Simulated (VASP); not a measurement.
# GaAs (I-4m2) in VASP: a series of runs

GaAs is run at these levels: PBEsol; tasks: single point.

Everything below comes from runs of VASP 6.6.1. Logs are shortened: lines on timing, memory, paths and dates and some standing lists are left out, and cuts for length are marked.

### Step 1. The cell of the first run

Symmetry: I-4m2, No. 119, tetragonal system. Conventional cell: a = 4.220 Å, b = 4.220 Å, c = 5.073 Å, α = 90.00°, β = 90.00°, γ = 90.00°. Ga (site symmetry -4m2) has 4 As at 2.46 Å within 3.3 Å. Within 3.3 Å of As (site symmetry -4m2) lie 4 Ga at 2.46 Å.

### Step 2. Single point, PBEsol

Input file INCAR:

```
SYSTEM = GaAs
ALGO = Normal
EDIFF = 1E-6
ENCUT = 520
GGA = PS
ISIF = 2
ISMEAR = 0
LASPH = .TRUE.
LCHARG = .TRUE.
LELF = .TRUE.
LREAL = .FALSE.
LVHAR = .TRUE.
LWAVE = .FALSE.
NBANDS = 16
NELM = 100
PREC = Accurate
SIGMA = 0.05
```

Input file KPOINTS:

```
k-points
0
G
  12 12 12
  0 0 0
```

Input file POSCAR:

```
GaAs
1.0
    0.0000000000      2.9842128016      2.5365808814
    2.9842128016      0.0000000000      2.5365808814
    2.9842128016      2.9842128016      0.0000000000
Ga As
1 1
Direct
    0.0000000000      0.0000000000      0.0000000000
    0.7500000000      0.7500000000      0.7500000000
```

Potentials or basis: VASP PAW PBE potentials, release 64 (Ga_d, As).

Command:

```sh
$ cat potpaw_PBE.64/Ga_d/POTCAR potpaw_PBE.64/As/POTCAR > POTCAR
$ mpirun -np 1 vasp_std > vasp.out
```

OUTCAR:

```text
SYSTEM = GaAs
   EDIFF = 1E-6
   ENCUT = 520
   GGA = PS
   ISIF = 2
   ISMEAR = 0
   LASPH = .TRUE.
   LREAL = .FALSE.
   NELM = 100
   PREC = Accurate

 ion  position               nearest neighbor table
   1  0.000  0.000  0.000-   2 2.46   2 2.46   2 2.46   2 2.46
   2  0.750  0.750  0.750-   1 2.46   1 2.46   1 2.46   1 2.46

  LATTYP: Found a body centered tetragonal cell.
 ALAT       =     4.2203142170
 C/A-ratio  =     1.2020815280

  Lattice vectors:

 A1 = (   0.0000000000,  -2.9842128016,  -2.5365808814)
 A2 = (   0.0000000000,   2.9842128016,  -2.5365808814)
 A3 = (   2.9842128016,   0.0000000000,   2.5365808814)

Analysis of symmetry for initial positions (statically):
=====================================================================
 Subroutine PRICEL returns:
 Original cell was already a primitive cell.

 Routine SETGRP: Setting up the symmetry group for a
 body centered tetragonal supercell.

 Subroutine GETGRP returns: Found  8 space group operations
 (whereof  8 operations were pure point group operations)
 out of a pool of 16 trial point group operations.

The static configuration has the point symmetry D_2d.

Analysis of symmetry for dynamics (positions and initial velocities):
=====================================================================
 Subroutine PRICEL returns:
 Original cell was already a primitive cell.

 Routine SETGRP: Setting up the symmetry group for a
 body centered tetragonal supercell.

 Subroutine GETGRP returns: Found  8 space group operations
 (whereof  8 operations were pure point group operations)
 out of a pool of 16 trial point group operations.

The dynamic configuration has the point symmetry D_2d.

 Subroutine INISYM returns: Found  8 space group operations
 (whereof  8 operations are pure point group operations),
 and found     1 'primitive' translations

----------------------------------------------------------------------------------------

                                     Primitive cell

  volume of cell :      45.1792

  direct lattice vectors                    reciprocal lattice vectors
     0.000000000  2.984212802  2.536580881    -0.167548373  0.167548373  0.197115733
     2.984212802  0.000000000  2.536580881     0.167548373 -0.167548373  0.197115733
     2.984212802  2.984212802  0.000000000     0.167548373  0.167548373 -0.197115733

  length of vectors
     3.916601666  3.916601666  4.220314217     0.308219933  0.308219933  0.308219933

  position of ions in fractional coordinates (direct lattice)
     0.000000000  0.000000000  0.000000000
[... 80 lines left out ...]
   EDIFFG = 0.1E-04   stopping-criterion for IOM
   NSW    =      0    number of steps for IOM
   IBRION =     -1    ionic relax: 0-MD 1-quasi-New 2-CG
   NFREE  =      0    steps in history (QN), initial steepest desc. (CG)
   ISIF   =      2    stress and relaxation
   ISYM   =      2    0-nonsym 1-usesym 2-fastsym
   POTIM  = 0.5000    time-step for ionic-motion
   TEBEG  =    0.0;   TEEND  =   0.0 temperature during run
   PSTRESS=    0.0 pullay stress
   NELECT =      18.0000    total number of electrons
   NUPDOWN=      -1.0000    fix difference up-down
   EMIN   =  10.00;   EMAX   =-10.00  energy-range for DOS
   EFERMI =   0.00;   METHOD = LEGACY
   ISMEAR =     0;   SIGMA  =   0.05  broadening in eV -4-tet -1-fermi 0-gaus
   EFERMI_NEDOS =   21; number of points for ismear=-14 and -15
   IALGO  =     38    algorithm
   IMIX   =      4    mixing-type and parameters
     AMIX     =   0.40;   BMIX     =  1.00
     AMIX_MAG =   1.60;   BMIX_MAG =  1.00
  volume/ion in A,a.u.               =      22.59       152.44
  Fermi-wavevector in a.u.,A,eV,Ry     =   1.204628  2.276417 19.743799  1.451128
  Thomas-Fermi vector in A             =   2.340347
   LORBIT       =      0    0 simple, 1 ext, 2 COOP (PROOUT), +10 PAW based schemes
   GGA     = PS    functional components
   LHFCALC =     F    Hartree Fock is set to
   AEXX    =    0.0000 exact exchange contribution
   IVDW    =     0    specifies the selected vdW correction
   LEPSILON=     F    determine dielectric tensor
   LRPA    =     F    only Hartree local field effects (RPA)
 non-spin polarized calculation
 Gauss-broadening in eV      SIGMA  =   0.05
  energy-cutoff  :      520.00
  volume of cell :       45.18
 maximum number of plane-waves:      1230
 NGX is ok and might be reduce to    30

 number of electron      18.0000009 magnetization

 Free energy of the ion-electron system (eV)
  ---------------------------------------------------
  ext. energy  EPLUGINS =         0.00000000
  ---------------------------------------------------
  free energy    TOTEN  =        -8.97346147 eV

  energy without entropy =       -8.97345004  energy(sigma->0) =       -8.97345575

 E-fermi :   4.1566     XC(G=0):  -9.8002

 val. band max:        4.1035852283   @ k =   0.0000   0.0000   0.0000
 cond. band min:       4.2214056642   @ k =   0.4167   0.4167   0.0000
 fundamental gap:      0.1178204359
 Fermi energy:         4.1565718025

 k-point     1 :       0.0000    0.0000    0.0000
  band No.  band energies     occupation
      1     -10.9892      2.00000
      2     -10.9892      2.00000
      3     -10.9536      2.00000
      4     -10.9234      2.00000
      5     -10.8915      2.00000
      6      -8.8934      2.00000
[... 433 lines left out ...]
      3     -10.9504      2.00000
      4     -10.9250      2.00000
      5     -10.8800      2.00000
      6      -6.9296      2.00000
[... 8 lines left out ...]
     15      14.4824      0.00000
     16      15.7156      0.00000

 [... further k-points ...]

------------------------ aborting loop because EDIFF is reached ----------------------------------------

  FORCE on cell =-STRESS in cart. coord.  units (eV):
  Direction    XX          YY          ZZ          XY          YZ          ZX
  --------------------------------------------------------------------------------------
  -------------------------------------------------------------------------------------
  Total       -0.6680419     -0.6680419      1.2586746      0.0000000     -0.0000000      0.0000000
  in kB      -23.6905950    -23.6905950     44.6360503      0.0000000     -0.0000000      0.0000000
  external PRESSURE =      -0.9150465 kB  Pullay stress =       0.0000000 kB

 VOLUME and BASIS-vectors are now :
 -----------------------------------------------------------------------------
  energy-cutoff  :      520.00
  volume of cell :       45.18
      direct lattice vectors                 reciprocal lattice vectors
     0.000000000  2.984212802  2.536580881    -0.167548373  0.167548373  0.197115733
     2.984212802  0.000000000  2.536580881     0.167548373 -0.167548373  0.197115733
     2.984212802  2.984212802  0.000000000     0.167548373  0.167548373 -0.197115733

 POSITION                                       TOTAL-FORCE (eV/Angst)
 -----------------------------------------------------------------------------------
      0.00000      0.00000      0.00000        -0.000000     -0.000000     -0.000000
      4.47632      4.47632      3.80487         0.000000      0.000000      0.000000
 -----------------------------------------------------------------------------------
    total drift:                                0.000001      0.000001     -0.000001

  FREE ENERGIE OF THE ION-ELECTRON SYSTEM (eV)
  ---------------------------------------------------
  free  energy   TOTEN  =        -8.9734614696 eV

  energy  without entropy=       -8.9734500384  energy(sigma->0) =       -8.97345575
```

OSZICAR:

```text
N       E                     dE             d eps       ncg     rms          rms(c)
DAV:   1     0.827738416391E+02    0.82774E+02   -0.89211E+03  5384   0.155E+03
DAV:   2    -0.253120995144E+01   -0.85305E+02   -0.81282E+02  6120   0.311E+02
DAV:   3    -0.907527936191E+01   -0.65441E+01   -0.65243E+01  6336   0.662E+01
DAV:   4    -0.917423793284E+01   -0.98959E-01   -0.98946E-01  6592   0.910E+00
DAV:   5    -0.917559182361E+01   -0.13539E-02   -0.13539E-02  6440   0.946E-01    0.290E+00
DAV:   6    -0.900629509006E+01    0.16930E+00   -0.23865E-01  7936   0.927E+00    0.171E+00
DAV:   7    -0.897541528679E+01    0.30880E-01   -0.58896E-02  7688   0.205E+00    0.541E-01
DAV:   8    -0.897330969431E+01    0.21056E-02   -0.90171E-03  6296   0.108E+00    0.107E-01
DAV:   9    -0.897342527241E+01   -0.11558E-03   -0.69097E-04  6768   0.317E-01    0.415E-02
DAV:  10    -0.897344639018E+01   -0.21118E-04   -0.48069E-05  7864   0.695E-02    0.218E-02
DAV:  11    -0.897346150724E+01   -0.15117E-04   -0.18014E-05  6144   0.456E-02    0.261E-03
DAV:  12    -0.897346146965E+01    0.37595E-07   -0.73946E-07  4912   0.134E-02
   1 F= -.89734615E+01 E0= -.89734558E+01  d E =-.114312E-04
```

Run time: 55 s. Hardware: 1 thread of Intel Xeon Platinum 8559C (Emerald Rapids), shared host; peak memory 0.26 GiB.

Results:

- Free energy: -8.9735 eV
- Pressure: -0.1 GPa
- Band gap on the k mesh: 0.12 eV, indirect (least direct gap 0.17 eV)

Levels at points of the mesh, in eV from the valence-band top:
| k point | band 6 | band 7 | band 8 | band 9 | band 10 | band 11 | band 12 | band 13 |
| --- | --- | --- | --- | --- | --- | --- | --- | --- |
| (0.00, 0.00, 0.00) | -13.00 | -0.55 | -0.55 | 0.00 | 0.17 | 3.28 | 3.70 | 3.70 |
| (0.50, 0.00, 0.00) | -11.22 | -6.93 | -1.99 | -0.89 | 0.31 | 3.76 | 5.22 | 7.62 |
| (0.50, 0.50, 0.00) | -10.12 | -6.44 | -3.62 | -3.62 | 0.33 | 0.54 | 9.79 | 9.79 |
| (0.50, 0.00, 0.50) | -10.69 | -7.41 | -2.57 | -2.47 | 1.44 | 1.85 | 8.53 | 9.09 |

Caveat: the PAW data sets were made with another functional, which shifts forces and pressure a little.

### Step 3. Single point, PBEsol

This run uses another cell than the first one, of the same volume but with other edges.

Input file INCAR:

```
SYSTEM = GaAs
PREC = Accurate
ENCUT = 520
EDIFF = 1E-6
ISMEAR = 0
SIGMA = 0.05
LREAL = .False.
LASPH = .True.
NELM = 60
ALGO = Normal
ISIF = 2
LWAVE = .False.
LCHARG = .False.
GGA = PS
NBANDS = 16
```

Input file KPOINTS:

```
Automatic mesh
0
Gamma
  12 12 12
  0 0 0
```

Input file POSCAR:

```
GaAs
1.0
    0.0000000000      2.6601676982      3.1922012379
    2.6601676982      0.0000000000      3.1922012379
    2.6601676982      2.6601676982      0.0000000000
Ga As
1 1
Direct
    0.0000000000      0.0000000000      0.0000000000
    0.7500000000      0.7500000000      0.7500000000
```

Potentials or basis: VASP PAW PBE potentials, release 64 (Ga_d, As).

Command:

```sh
$ cat potpaw_PBE.64/Ga_d/POTCAR potpaw_PBE.64/As/POTCAR > POTCAR
$ mpirun -np 1 vasp_std > vasp.out
```

OUTCAR:

```text
SYSTEM = GaAs
   PREC = Accurate
   ENCUT = 520
   EDIFF = 1E-6
   ISMEAR = 0
   LREAL = .False.
   LASPH = .True.
   NELM = 60
   ISIF = 2
   GGA = PS

 ion  position               nearest neighbor table
   1  0.000  0.000  0.000-   2 2.47   2 2.47   2 2.47   2 2.47
   2  0.750  0.750  0.750-   1 2.47   1 2.47   1 2.47   1 2.47

  LATTYP: Found a body centered tetragonal cell.
 ALAT       =     3.7620452370
 C/A-ratio  =     1.6970562749

  Lattice vectors:

 A1 = (  -2.6601676982,   0.0000000000,   3.1922012379)
 A2 = (   2.6601676982,   0.0000000000,   3.1922012379)
 A3 = (   0.0000000000,   2.6601676982,  -3.1922012379)

Analysis of symmetry for initial positions (statically):
=====================================================================
 Subroutine PRICEL returns:
 Original cell was already a primitive cell.

 Routine SETGRP: Setting up the symmetry group for a
 body centered tetragonal supercell.

 Subroutine GETGRP returns: Found  8 space group operations
 (whereof  8 operations were pure point group operations)
 out of a pool of 16 trial point group operations.

The static configuration has the point symmetry D_2d.

Analysis of symmetry for dynamics (positions and initial velocities):
=====================================================================
 Subroutine PRICEL returns:
 Original cell was already a primitive cell.

 Routine SETGRP: Setting up the symmetry group for a
 body centered tetragonal supercell.

 Subroutine GETGRP returns: Found  8 space group operations
 (whereof  8 operations were pure point group operations)
 out of a pool of 16 trial point group operations.

The dynamic configuration has the point symmetry D_2d.

 Subroutine INISYM returns: Found  8 space group operations
 (whereof  8 operations are pure point group operations),
[... 104 lines left out ...]
   POTIM  = 0.5000    time-step for ionic-motion
   TEBEG  =    0.0;   TEEND  =   0.0 temperature during run
   PSTRESS=    0.0 pullay stress
   NELECT =      18.0000    total number of electrons
   NUPDOWN=      -1.0000    fix difference up-down
   EMIN   =  10.00;   EMAX   =-10.00  energy-range for DOS
   EFERMI =   0.00;   METHOD = LEGACY
   ISMEAR =     0;   SIGMA  =   0.05  broadening in eV -4-tet -1-fermi 0-gaus
   EFERMI_NEDOS =   21; number of points for ismear=-14 and -15
   IALGO  =     38    algorithm
   IMIX   =      4    mixing-type and parameters
     AMIX     =   0.40;   BMIX     =  1.00
     AMIX_MAG =   1.60;   BMIX_MAG =  1.00
  volume/ion in A,a.u.               =      22.59       152.44
  Fermi-wavevector in a.u.,A,eV,Ry     =   1.204628  2.276417 19.743799  1.451128
  Thomas-Fermi vector in A             =   2.340347
   LORBIT       =      0    0 simple, 1 ext, 2 COOP (PROOUT), +10 PAW based schemes
   GGA     = PS    functional components
   LHFCALC =     F    Hartree Fock is set to
   AEXX    =    0.0000 exact exchange contribution
   IVDW    =     0    specifies the selected vdW correction
   LEPSILON=     F    determine dielectric tensor
   LRPA    =     F    only Hartree local field effects (RPA)
 non-spin polarized calculation
 Gauss-broadening in eV      SIGMA  =   0.05
  energy-cutoff  :      520.00
  volume of cell :       45.18
 maximum number of plane-waves:      1232
   NGX = 15   NGY = 15   NGZ = 13

 number of electron      18.0000002 magnetization

 Free energy of the ion-electron system (eV)
  ---------------------------------------------------
  ext. energy  EPLUGINS =         0.00000000
  ---------------------------------------------------
  free energy    TOTEN  =        -8.86281801 eV

  energy without entropy =       -8.86258943  energy(sigma->0) =       -8.86270372

 E-fermi :   4.2326     XC(G=0):  -9.8046

 val. band max:        4.2062365489   @ k =   0.5000   0.0000   0.0000
 cond. band min:       4.2404828394   @ k =  -0.0833   0.0833   0.0000
 fundamental gap:      0.0342462905
 Fermi energy:         4.2326413218

 k-point     1 :       0.0000    0.0000    0.0000
  band No.  band energies     occupation
      1     -11.0118      2.00000
      2     -10.9636      2.00000
      3     -10.9636      2.00000
      4     -10.9187      2.00000
      5     -10.9056      2.00000
      6      -8.8752      2.00000
[... 433 lines left out ...]
      3     -10.9441      2.00000
      4     -10.9234      2.00000
      5     -10.8875      2.00000
      6      -6.9329      2.00000
[... 8 lines left out ...]
     15      14.2015      0.00000
     16      15.2489      0.00000

 [... further k-points ...]
[... 5 lines left out ...]
  --------------------------------------------------------------------------------------
  -------------------------------------------------------------------------------------
  Total        1.3809050      1.3809050     -2.6406670      0.0000000     -0.0000000      0.0000000
  in kB       48.9706758     48.9706758    -93.6452874      0.0000000     -0.0000000      0.0000000
  external PRESSURE =       1.4320214 kB  Pullay stress =       0.0000000 kB

 VOLUME and BASIS-vectors are now :
 -----------------------------------------------------------------------------
  energy-cutoff  :      520.00
  volume of cell :       45.18
      direct lattice vectors                 reciprocal lattice vectors
     0.000000000  2.660167698  3.192201238    -0.187958075  0.187958075  0.156631729
     2.660167698  0.000000000  3.192201238     0.187958075 -0.187958075  0.156631729
     2.660167698  2.660167698  0.000000000     0.187958075  0.187958075 -0.156631729

 POSITION                                       TOTAL-FORCE (eV/Angst)
 -----------------------------------------------------------------------------------
      0.00000      0.00000      0.00000         0.000000     -0.000000     -0.000000
      3.99025      3.99025      4.78830         0.000000      0.000000      0.000000
 -----------------------------------------------------------------------------------
    total drift:                                0.000003      0.000003     -0.000005

  FREE ENERGIE OF THE ION-ELECTRON SYSTEM (eV)
  ---------------------------------------------------
  free  energy   TOTEN  =        -8.8628180096 eV

  energy  without entropy=       -8.8625894312  energy(sigma->0) =       -8.86270372
```

OSZICAR:

```text
N       E                     dE             d eps       ncg     rms          rms(c)
DAV:   1     0.827567438500E+02    0.82757E+02   -0.89091E+03  5328   0.154E+03
DAV:   2    -0.259947545796E+01   -0.85356E+02   -0.81479E+02  6112   0.313E+02
DAV:   3    -0.897239038538E+01   -0.63729E+01   -0.63551E+01  6256   0.657E+01
DAV:   4    -0.906973338252E+01   -0.97343E-01   -0.97332E-01  6616   0.913E+00
DAV:   5    -0.907103758061E+01   -0.13042E-02   -0.13042E-02  6440   0.940E-01    0.291E+00
DAV:   6    -0.889546686819E+01    0.17557E+00   -0.25279E-01  7960   0.938E+00    0.171E+00
DAV:   7    -0.886486493865E+01    0.30602E-01   -0.59918E-02  7448   0.203E+00    0.554E-01
DAV:   8    -0.886266256428E+01    0.22024E-02   -0.92137E-03  6368   0.110E+00    0.114E-01
DAV:   9    -0.886278393917E+01   -0.12137E-03   -0.73620E-04  6720   0.343E-01    0.433E-02
DAV:  10    -0.886280200533E+01   -0.18066E-04   -0.48606E-05  7544   0.674E-02    0.214E-02
DAV:  11    -0.886281811976E+01   -0.16114E-04   -0.18914E-05  6064   0.468E-02    0.290E-03
DAV:  12    -0.886281800957E+01    0.11019E-06   -0.91279E-07  4944   0.136E-02
   1 F= -.88628180E+01 E0= -.88627037E+01  d E =-.228578E-03
```

Run time: 48 s. Hardware: 1 thread of Intel Xeon Platinum 8559C (Emerald Rapids), shared host; peak memory 0.26 GiB.

Results:

```yaml
Free_energy: -8.8628 eV
Pressure: 0.1 GPa
Band_gap_on_the_k_mesh: zero (band 9 reaches 4.26 eV, above the bottom of band 10 at 4.21 eV)
```

Levels at points of the mesh, in eV from the Fermi level:
| k point | band 6 | band 7 | band 8 | band 9 | band 10 | band 11 | band 12 | band 13 |
| --- | --- | --- | --- | --- | --- | --- | --- | --- |
| (0.00, 0.00, 0.00) | -13.11 | -1.33 | -0.30 | 0.03 | 0.03 | 3.31 | 3.31 | 3.79 |
| (0.50, 0.00, 0.00) | -11.32 | -7.04 | -2.33 | -0.68 | -0.03 | 4.25 | 4.86 | 7.43 |
| (0.50, 0.50, 0.00) | -11.08 | -7.93 | -2.18 | -2.18 | 1.83 | 2.34 | 9.27 | 9.47 |
| (0.50, 0.00, 0.50) | -10.36 | -6.82 | -3.44 | -3.34 | 0.61 | 0.65 | 8.06 | 8.64 |

Caveat: the PAW data sets were made with another functional, which shifts forces and pressure a little.

(Part 1 of 2 ends here.)
